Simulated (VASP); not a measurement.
# AlNi3 (Fm-3m) in VASP: notebook

Runs on AlNi3. Level: PBE. Tasks: single point.

All numbers are computed with VASP 6.6.1; they aren't measurements. Logs are shortened: lines on timing, memory, paths and dates and some standing lists are left out, and cuts for length are marked.

## Step 1: The cell of the first run

The structure is cubic, space group Fm-3m (No. 225). Conventional cell: a = 5.615 Å, b = 5.615 Å, c = 5.615 Å, α = 90.00°, β = 90.00°, γ = 90.00°. Within 3.2 Å of Al (site symmetry m-3m) lie 14 Ni at 2.43 to 2.81 Å. Within 3.2 Å of Ni (site symmetry -43m) lie 4 Al at 2.43 Å and 10 Ni at 2.43 to 2.81 Å. Within 3.2 Å of Ni (site symmetry m-3m) lie 8 Ni at 2.43 Å and 6 Al at 2.81 Å.

## Step 2: Single point, PBE (volume scaled by 0.97)

Input file INCAR:

```
SYSTEM = AlNi3
PREC = Accurate ; ENCUT = 520
EDIFF = 1E-6 ; ISMEAR = 0
SIGMA = 0.1 ; LREAL = .FALSE.
LASPH = .TRUE. ; NELM = 80
ALGO = Normal ; ISIF = 2
LWAVE = .FALSE. ; LCHARG = .TRUE.
GGA = PE ; LELF = .TRUE.
LVHAR = .TRUE. ; NBANDS = 24
```

Input file KPOINTS:

```
Automatic mesh
0
G
  14 14 14
  0 0 0
```

Input file POSCAR:

```
AlNi3
1.0
    0.0000000000      2.8075216847      2.8075216847
    2.8075216847      0.0000000000      2.8075216847
    2.8075216847      2.8075216847      0.0000000000
Al Ni
1 3
Direct
    0.5000000000      0.5000000000      0.5000000000
    0.2500000000      0.2500000000      0.2500000000
    0.0000000000      0.0000000000      0.0000000000
    0.7500000000      0.7500000000      0.7500000000
```

Potentials or basis: VASP PAW PBE potentials, release 64 (Al, Ni).

On the command line:

```
$ cat potpaw_PBE.64/Al/POTCAR potpaw_PBE.64/Ni/POTCAR > POTCAR
$ mpirun -np 1 vasp_std > vasp.out
```

OUTCAR:

```text
SYSTEM = AlNi3
   PREC = Accurate
   ENCUT = 520
   EDIFF = 1E-6
   ISMEAR = 0
   LREAL = .FALSE.
   LASPH = .TRUE.
   NELM = 80
   ISIF = 2
   GGA = PE

 ion  position               nearest neighbor table
   1  0.500  0.500  0.500-   2 2.43   4 2.43   2 2.43   2 2.43   2 2.43   4 2.43   4 2.43   4 2.43
                             3 2.81   3 2.81   3 2.81   3 2.81   3 2.81   3 2.81
   2  0.250  0.250  0.250-   1 2.43   3 2.43   3 2.43   3 2.43   3 2.43   1 2.43   1 2.43   1 2.43
                             4 2.81   4 2.81   4 2.81   4 2.81   4 2.81   4 2.81
   3  0.000  0.000  0.000-   2 2.43   4 2.43   4 2.43   4 2.43   4 2.43   2 2.43   2 2.43   2 2.43
                             1 2.81   1 2.81   1 2.81   1 2.81   1 2.81   1 2.81
   4  0.750  0.750  0.750-   1 2.43   3 2.43   1 2.43   1 2.43   1 2.43   3 2.43   3 2.43   3 2.43
                             2 2.81   2 2.81   2 2.81   2 2.81   2 2.81   2 2.81

  LATTYP: Found a face centered cubic cell.
 ALAT       =     5.6150433694

  Lattice vectors:

 A1 = (   0.0000000000,   2.8075216847,   2.8075216847)
 A2 = (   2.8075216847,   0.0000000000,   2.8075216847)
 A3 = (   2.8075216847,   2.8075216847,   0.0000000000)

Analysis of symmetry for initial positions (statically):
=====================================================================
 Subroutine PRICEL returns:
 Original cell was already a primitive cell.

 Routine SETGRP: Setting up the symmetry group for a
 face centered cubic supercell.

 Subroutine GETGRP returns: Found 48 space group operations
 (whereof 48 operations were pure point group operations)
 out of a pool of 48 trial point group operations.

The static configuration has the point symmetry O_h .

Analysis of symmetry for dynamics (positions and initial velocities):
=====================================================================
 Subroutine PRICEL returns:
 Original cell was already a primitive cell.

 Routine SETGRP: Setting up the symmetry group for a
 face centered cubic supercell.

 Subroutine GETGRP returns: Found 48 space group operations
 (whereof 48 operations were pure point group operations)
 out of a pool of 48 trial point group operations.

The dynamic configuration has the point symmetry O_h .

 Subroutine INISYM returns: Found 48 space group operations
 (whereof 48 operations are pure point group operations),
 and found     1 'primitive' translations

----------------------------------------------------------------------------------------

                                     Primitive cell

  volume of cell :      44.2588

  direct lattice vectors                    reciprocal lattice vectors
     0.000000000  2.807521685  2.807521685    -0.178093014  0.178093014  0.178093014
     2.807521685  0.000000000  2.807521685     0.178093014 -0.178093014  0.178093014
     2.807521685  2.807521685  0.000000000     0.178093014  0.178093014 -0.178093014

  length of vectors
     3.970435243  3.970435243  3.970435243     0.308466150  0.308466150  0.308466150

  position of ions in fractional coordinates (direct lattice)
     0.500000000  0.500000000  0.500000000
     0.250000000  0.250000000  0.250000000
     0.000000000  0.000000000  0.000000000
     0.750000000  0.750000000  0.750000000

  ion indices of the primitive-cell ions
   primitive index   ion index
                 1           1
                 2           2
                 3           3
                 4           4

----------------------------------------------------------------------------------------

 KPOINTS: Automatic mesh

Automatic generation of k-mesh.
 Grid dimensions read from file:
 generate k-points for:   14   14   14

 Generating k-lattice:

  Cartesian coordinates                     Fractional coordinates (reciprocal lattice)
    -0.012720930  0.012720930  0.012720930     0.071428571  0.000000000  0.000000000
     0.012720930 -0.012720930  0.012720930     0.000000000  0.071428571  0.000000000
     0.012720930  0.012720930 -0.012720930     0.000000000  0.000000000  0.071428571

  Length of vectors
     0.022033296  0.022033296  0.022033296

  Shift w.r.t. Gamma in fractional coordinates (k-lattice)
     0.000000000  0.000000000  0.000000000

 Subroutine IBZKPT returns following result:
 ===========================================

 Found    104 irreducible k-points:

 Following reciprocal coordinates:
            Coordinates               Weight
  0.000000  0.000000  0.000000      1.000000
  0.071429  0.000000  0.000000      8.000000
  0.142857  0.000000  0.000000      8.000000
  0.214286  0.000000  0.000000      8.000000
  0.285714  0.000000  0.000000      8.000000
  0.357143  0.000000  0.000000      8.000000
[... 16 lines left out ...]
  0.214286  0.142857  0.000000     24.000000
  0.285714  0.142857  0.000000     24.000000
 [... further k-points ...]
   k-points           NKPTS =    104   k-points in BZ     NKDIM =    104   number of bands    NBANDS=     24
   number of dos      NEDOS =    301   number of ions     NIONS =      4
   total plane-waves  NPLWV =  27000
   dimension x,y,z NGX =    30 NGY =   30 NGZ =   30
   dimension x,y,z NGXF=    60 NGYF=   60 NGZF=   60
   ions per type =               1   3
   NGX,Y,Z   is equivalent  to a cutoff of  12.56, 12.56, 12.56 a.u.
   NGXF,Y,Z  is equivalent  to a cutoff of  25.12, 25.12, 25.12 a.u.
 SYSTEM =  AlNi3
   PREC   = accura    normal or accurate (medium, high low for compatibility)
   ISTART =      0    job   : 0-new  1-cont  2-samecut
   ICHARG =      2    charge: 1-file 2-atom 10-const
   ISPIN  =      1    spin polarized calculation?
   LNONCOLLINEAR =      F non collinear calculations
   LSORBIT =      F    spin-orbit coupling
   LASPH  =      T    aspherical Exc in radial PAW
   ENCUT  =  520.0 eV  38.22 Ry    6.18 a.u.   7.38  7.38  7.38*2*pi/ulx,y,z
   NELM   =     80;   NELMIN=  2; NELMDL= -5     # of ELM steps
   EDIFF  = 0.1E-05   stopping-criterion for ELM
   LREAL  =      F    real-space projection
   EDIFFG = 0.1E-04   stopping-criterion for IOM
   NSW    =      0    number of steps for IOM
   IBRION =     -1    ionic relax: 0-MD 1-quasi-New 2-CG
   NFREE  =      0    steps in history (QN), initial steepest desc. (CG)
   ISIF   =      2    stress and relaxation
   ISYM   =      2    0-nonsym 1-usesym 2-fastsym
   POTIM  = 0.5000    time-step for ionic-motion
   TEBEG  =    0.0;   TEEND  =   0.0 temperature during run
   PSTRESS=    0.0 pullay stress
   NELECT =      33.0000    total number of electrons
   NUPDOWN=      -1.0000    fix difference up-down
   EMIN   =  10.00;   EMAX   =-10.00  energy-range for DOS
   EFERMI =   0.00;   METHOD = LEGACY
   ISMEAR =     0;   SIGMA  =   0.10  broadening in eV -4-tet -1-fermi 0-gaus
   EFERMI_NEDOS =   21; number of points for ismear=-14 and -15
   IALGO  =     38    algorithm
   IMIX   =      4    mixing-type and parameters
     AMIX     =   0.40;   BMIX     =  1.00
     AMIX_MAG =   1.60;   BMIX_MAG =  1.00
  volume/ion in A,a.u.               =      11.06        74.67
  Fermi-wavevector in a.u.,A,eV,Ry     =   1.484498  2.805295 29.983636  2.203735
  Thomas-Fermi vector in A             =   2.598027
   LORBIT       =      0    0 simple, 1 ext, 2 COOP (PROOUT), +10 PAW based schemes
   GGA     = PE    functional components
   LHFCALC =     F    Hartree Fock is set to
   AEXX    =    0.0000 exact exchange contribution
   IVDW    =     0    specifies the selected vdW correction
   LEPSILON=     F    determine dielectric tensor
   LRPA    =     F    only Hartree local field effects (RPA)
 non-spin polarized calculation
 Gauss-broadening in eV      SIGMA  =   0.10
  energy-cutoff  :      520.00
  volume of cell :       44.26
 maximum number of plane-waves:      1243
 NGX is ok and might be reduce to    30
   NGX = 15   NGY = 15   NGZ = 15

 number of electron      33.0000011 magnetization

 Free energy of the ion-electron system (eV)
  ---------------------------------------------------
  ext. energy  EPLUGINS =         0.00000000
  ---------------------------------------------------
  free energy    TOTEN  =       -21.67228200 eV

  energy without entropy =      -21.65901791  energy(sigma->0) =      -21.66564996

 E-fermi :   9.8780     XC(G=0): -12.7812

 val. band max:        9.8723657255   @ k =  -0.2857   0.5000   0.2143
 cond. band min:       9.8951133494   @ k =  -0.4286   0.4286   0.0714
 fundamental gap:      0.0227476238
 Fermi energy:         9.8780241905

 k-point     1 :       0.0000    0.0000    0.0000
  band No.  band energies     occupation
      1      -0.2753      2.00000
      2       6.3089      2.00000
      3       6.3089      2.00000
      4       6.4257      2.00000
      5       6.4257      2.00000
      6       6.4257      2.00000
[... 16 lines left out ...]
     23      17.0007      0.00000
     24      18.5881      0.00000

 k-point     2 :       0.0714    0.0000    0.0000
  band No.  band energies     occupation
      1      -0.1996      2.00000
      2       6.2694      2.00000
      3       6.2695      2.00000
      4       6.3844      2.00000
      5       6.5057      2.00000
      6       6.5057      2.00000
[... 16 lines left out ...]
     23      17.3835      0.00000
     24      18.3844      0.00000

 k-point     3 :       0.1429    0.0000    0.0000
  band No.  band energies     occupation
      1       0.0259      2.00000
      2       6.2374      2.00000
      3       6.2374      2.00000
      4       6.2588      2.00000
      5       6.6541      2.00000
      6       6.6541      2.00000
[... 16 lines left out ...]
     23      17.8420      0.00000
     24      18.1872      0.00000

 k-point     4 :       0.2143    0.0000    0.0000
  band No.  band energies     occupation
      1       0.3966      2.00000
      2       6.0156      2.00000
      3       6.2414      2.00000
      4       6.2414      2.00000
      5       6.8252      2.00000
      6       6.8252      2.00000
[... 16 lines left out ...]
     23      17.9996      0.00000
     24      18.5556      0.00000

 k-point     5 :       0.2857    0.0000    0.0000
  band No.  band energies     occupation
      1       0.9040      2.00000
      2       5.5638      2.00000
      3       6.2759      2.00000
      4       6.2759      2.00000
      5       6.9930      2.00000
      6       6.9930      2.00000
[... 16 lines left out ...]
     23      18.0130      0.00000
     24      19.3520      0.00000

 k-point     6 :       0.3571    0.0000    0.0000
  band No.  band energies     occupation
      1       1.5337      2.00000
      2       4.8755      2.00000
      3       6.3259      2.00000
      4       6.3259      2.00000
      5       7.1033      2.00000
      6       7.1254      2.00000
[... 16 lines left out ...]
     23      17.9911      0.00000
     24      20.3331      0.00000
[... 379 lines left out ...]
 k-point    21 :      -0.0714    0.0714    0.0000
  band No.  band energies     occupation
      1      -0.0741      2.00000
      2       6.2017      2.00000
      3       6.2169      2.00000
      4       6.4617      2.00000
      5       6.4971      2.00000
      6       6.6224      2.00000
[... 16 lines left out ...]
     23      17.5257      0.00000
     24      17.6579      0.00000

 k-point    22 :       0.1429    0.1429    0.0000
  band No.  band energies     occupation
      1       0.1255      2.00000
      2       5.9158      2.00000
      3       6.4553      2.00000
      4       6.5697      2.00000
      5       6.5697      2.00000
      6       6.6002      2.00000
[... 16 lines left out ...]
     23      17.3017      0.00000
     24      18.9218      0.00000

 k-point    23 :       0.2143    0.1429    0.0000
  band No.  band energies     occupation
      1       0.3967      2.00000
      2       5.7737      2.00000
      3       6.4865      2.00000
      4       6.5169      2.00000
      5       6.7056      2.00000
      6       6.7529      2.00000
[... 16 lines left out ...]
     23      17.6048      0.00000
     24      19.4590      0.00000

 k-point    24 :       0.2857    0.1429    0.0000
  band No.  band energies     occupation
      1       0.8084      2.00000
      2       5.6057      2.00000
      3       6.3966      2.00000
      4       6.5116      2.00000
      5       6.8745      2.00000
      6       6.8746      2.00000
[... 16 lines left out ...]
     23      17.5847      0.00000
     24      19.5933      0.00000

 [... further k-points ...]

------------------------ aborting loop because EDIFF is reached ----------------------------------------

  FORCE on cell =-STRESS in cart. coord.  units (eV):
  Direction    XX          YY          ZZ          XY          YZ          ZX
  --------------------------------------------------------------------------------------
  -------------------------------------------------------------------------------------
  Total        1.5984417      1.5984417      1.5984417     -0.0000000      0.0000000     -0.0000000
  in kB       57.8639423     57.8639423     57.8639423     -0.0000000      0.0000000     -0.0000000
  external PRESSURE =      57.8639423 kB  Pullay stress =       0.0000000 kB

 VOLUME and BASIS-vectors are now :
 -----------------------------------------------------------------------------
  energy-cutoff  :      520.00
  volume of cell :       44.26
      direct lattice vectors                 reciprocal lattice vectors
     0.000000000  2.807521685  2.807521685    -0.178093014  0.178093014  0.178093014
     2.807521685  0.000000000  2.807521685     0.178093014 -0.178093014  0.178093014
     2.807521685  2.807521685  0.000000000     0.178093014  0.178093014 -0.178093014

 POSITION                                       TOTAL-FORCE (eV/Angst)
 -----------------------------------------------------------------------------------
      2.80752      2.80752      2.80752         0.000000      0.000000      0.000000
      1.40376      1.40376      1.40376         0.000000      0.000000      0.000000
      0.00000      0.00000      0.00000         0.000000      0.000000      0.000000
      4.21128      4.21128      4.21128        -0.000000     -0.000000     -0.000000
 -----------------------------------------------------------------------------------
    total drift:                                0.000000     -0.000000      0.000000

  FREE ENERGIE OF THE ION-ELECTRON SYSTEM (eV)
  ---------------------------------------------------
  free  energy   TOTEN  =       -21.6722820043 eV

  energy  without entropy=      -21.6590179116  energy(sigma->0) =      -21.66564996
```

It took 50 s on 1 thread of Intel Xeon 6975P-C (Granite Rapids), shared host; peak memory 0.23 GiB.

Results:

```yaml
Free_energy: -21.6723 eV
Pressure: 5.8 GPa
```

Caveat: the cell differs from its parent crystal (volume scaled by 0.97). Spin polarisation is off, so any magnetic state and its effect on volume and gap are missing.

## Step 3: Single point, PBE

This run uses another cell than the first one, of 11.41 Å³/atom, 1.031 times its volume.

Input file INCAR:

```
SYSTEM = AlNi3
  PREC = Accurate
  ENCUT = 520
  EDIFF = 1E-6
  ISMEAR = 0
  SIGMA = 0.1
  LREAL = .False.
  LASPH = .True.
  NELM = 80
  ALGO = Normal
  ISIF = 2
  LWAVE = .False.
  LCHARG = .False.
  GGA = PE
  NBANDS = 24
```

Input file KPOINTS:

```
Automatic mesh
0
Gamma
  14 14 14
  0 0 0
```

Input file POSCAR:

```
AlNi3
1.0
    0.0000000000      2.8361718440      2.8361718440
    2.8361718440      0.0000000000      2.8361718440
    2.8361718440      2.8361718440      0.0000000000
Al Ni
1 3
Direct
    0.5000000000      0.5000000000      0.5000000000
    0.2500000000      0.2500000000      0.2500000000
    0.0000000000      0.0000000000      0.0000000000
    0.7500000000      0.7500000000      0.7500000000
```

Potentials or basis: VASP PAW PBE potentials, release 64 (Al, Ni).

On the command line:

```
$ cat potpaw_PBE.64/Al/POTCAR potpaw_PBE.64/Ni/POTCAR > POTCAR
$ mpirun -np 1 vasp_std > vasp.out
```

OUTCAR:

```text
SYSTEM = AlNi3
   PREC = Accurate
   ENCUT = 520
   EDIFF = 1E-6
   ISMEAR = 0
   LREAL = .False.
   LASPH = .True.
   NELM = 80
   ISIF = 2
   GGA = PE

 ion  position               nearest neighbor table
   1  0.500  0.500  0.500-   2 2.46   2 2.46   2 2.46   2 2.46   4 2.46   4 2.46   4 2.46   4 2.46
                             3 2.84   3 2.84   3 2.84   3 2.84   3 2.84   3 2.84
   2  0.250  0.250  0.250-   3 2.46   3 2.46   3 2.46   1 2.46   3 2.46   1 2.46   1 2.46   1 2.46
                             4 2.84   4 2.84   4 2.84   4 2.84   4 2.84   4 2.84
   3  0.000  0.000  0.000-   4 2.46   4 2.46   4 2.46   2 2.46   4 2.46   2 2.46   2 2.46   2 2.46
                             1 2.84   1 2.84   1 2.84   1 2.84   1 2.84   1 2.84
[... 854 lines left out ...]
  Total       -0.0050089     -0.0050089     -0.0050089      0.0000000      0.0000000     -0.0000000
  in kB       -0.1758833     -0.1758833     -0.1758833      0.0000000      0.0000000     -0.0000000
  external PRESSURE =      -0.1758833 kB  Pullay stress =       0.0000000 kB

 VOLUME and BASIS-vectors are now :
 -----------------------------------------------------------------------------
  energy-cutoff  :      520.00
  volume of cell :       45.63
      direct lattice vectors                 reciprocal lattice vectors
     0.000000000  2.836171844  2.836171844    -0.176293972  0.176293972  0.176293972
     2.836171844  0.000000000  2.836171844     0.176293972 -0.176293972  0.176293972
     2.836171844  2.836171844  0.000000000     0.176293972  0.176293972 -0.176293972

 POSITION                                       TOTAL-FORCE (eV/Angst)
 -----------------------------------------------------------------------------------
      2.83617      2.83617      2.83617         0.000000      0.000000      0.000000
      1.41809      1.41809      1.41809         0.000000      0.000000     -0.000000
      0.00000      0.00000      0.00000         0.000000      0.000000      0.000000
      4.25426      4.25426      4.25426        -0.000000     -0.000000      0.000000
 -----------------------------------------------------------------------------------
    total drift:                                0.000000     -0.000000      0.000000

  FREE ENERGIE OF THE ION-ELECTRON SYSTEM (eV)
  ---------------------------------------------------
  free  energy   TOTEN  =       -21.6961617746 eV

  energy  without entropy=      -21.6822550337  energy(sigma->0) =      -21.68920840
```

stdout:

```text
POSCAR found type information on POSCAR AlNi
 POSCAR found :  2 types and       4 ions
 scaLAPACK will be used
 LDA part: xc-table for (Slater+PW92), standard interpolation
 POSCAR, INCAR and KPOINTS ok, starting setup
 FFT: planning ... GRIDC
 FFT: planning ... GRID_SOFT
 FFT: planning ... GRID
 WAVECAR not read
 entering main loop
```

Run time: 49 s. Hardware: 1 thread of Intel Xeon 6975P-C (Granite Rapids), shared host; peak memory 0.23 GiB.

Results:

```
Free energy : -21.6962 eV
Pressure    : 0.0 GPa
```
